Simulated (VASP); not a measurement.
Input of a VASP 6.6.1 run:

Contents of POSCAR:

```
AlN
1.0
    3.1107606290      0.0000000000      0.0000000000
   -1.5553803145      2.6939977298      0.0000000000
    0.0000000000      0.0000000000      4.9787706144
Al N
2 2
Direct
    0.3333333333      0.6666666667      0.0015708995
    0.6666666667      0.3333333333      0.5015708995
    0.3333333333      0.6666666667      0.3834291005
    0.6666666667      0.3333333333      0.8834291005
```

INCAR.step1

```
ALGO = Normal
EDIFF = 1E-5
ENCUT = 520
GGA = PE
ISIF = 2
ISMEAR = 0
LASPH = True
LCHARG = False
LREAL = False
LWAVE = True
NBANDS = 16
NELM = 100
PREC = Accurate
SIGMA = 0.05
```

INCAR.step2

```
AEXX = 0.2
ALGO = Normal
EDIFF = 1E-6
ENCUT = 520
GGA = PE
HFSCREEN = 0.20787
ISIF = 2
ISMEAR = 0
ISTART = 1
LASPH = True
LCHARG = False
LHFCALC = True
LREAL = False
LWAVE = False
NBANDS = 16
NELM = 100
PREC = Accurate
PRECFOCK = Normal
SIGMA = 0.05
```

The input KPOINTS:

```
k-points
0
Gamma
  6 6 4
```

Potentials or basis: VASP PAW PBE potentials, release 64 (Al, N).

Command:

```bash
$ cat potpaw_PBE.64/Al/POTCAR potpaw_PBE.64/N/POTCAR > POTCAR
$ cp INCAR.step1 INCAR
$ mpirun -np 1 vasp_std > vasp.out
$ cp INCAR.step2 INCAR
$ mpirun -np 1 vasp_std > vasp.out
```

Q: What does it give for the band gap on the k mesh?

A: 5.28 eV.

Q: Predict the pressure.

A: -0.3 GPa.

Q: What does it give for the largest force?

A: 0.005 eV/Å.

Stress tensor (GPa, compression positive):
```
-0.42  0.00  0.00
 0.00 -0.42  0.00
 0.00  0.00 -0.19
```

Caveat: the PAW data sets were made with another functional, which shifts forces and pressure a little.

**Measured values to compare with.**

“Structural and optical properties of self-assembled AlN nanowires grown on SiO2/Si substrates by molecular beam epitaxy”, 2024, arxiv:2402.00216 quotes, for a bulk crystal of AlN at 0 K: band gap 6.0343 eV (an exciton energy, a little under the gap).

A measured gap of AlN is 6.0343 eV (an exciton energy, a little under the gap; 0 K; quoted in “Structural and optical properties of self-assembled AlN nanowires grown on SiO2/Si substrates by molecular beam epitaxy”, 2024, arxiv:2402.00216); the calculated 5.28 eV misses it by -0.75 eV. 2 values of this kind are on record (6.034 to 6.0343 eV); this one was drawn at random. The value is that of PBE-based screened hybrid with 20 % exact exchange, without temperature or zero-point motion.
